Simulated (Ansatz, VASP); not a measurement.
## InSe: VASP beside Ansatz

```
Se In
1.0
     4.02661    0.00000    0.00000
    -2.01331    3.48715    0.00000
     0.00000    0.00000   28.27071
Se In
4 4
Direct
  0.00000 0.00000 0.15918
  0.00000 0.00000 0.34967
  0.00000 0.22222 0.48090
  0.00000 0.22222 0.67139
  0.66667 0.33333 0.20500
  0.66667 0.33333 0.30385
  0.66667 0.55556 0.52672
  0.66667 0.55556 0.62557
```

Alike in both runs: task single point; functional PBE; dispersion D3(BJ); k mesh 9 × 9 × 1; occupations gaussian, width 0.05 eV; no spin polarisation.

|  | VASP | Ansatz |
| --- | --- | --- |
| version | VASP 6.6.1 | Ansatz 0.2.0 |
| potentials or method | VASP PAW PBE potentials, release 64 (Se, In_d), cutoff 520 eV | scalar-relativistic, plane waves, PAW |
| valence electrons in the cell | 76 | 116 |

|  | VASP | Ansatz | Ansatz less VASP |
| --- | --- | --- | --- |
| gap on the k mesh at the Fermi level (eV) | 1.22 | 1.23 | +0.010 |
| least direct gap on the mesh (eV) | 1.27 | 1.28 | +0.009 |
| rms of the force components (eV/Å) | 0.015 | 0.012 | -0.0033 |

VASP's potentials hold 76 valence electrons a cell and Ansatz's 116, so a difference there can come from the potentials and not from the codes.
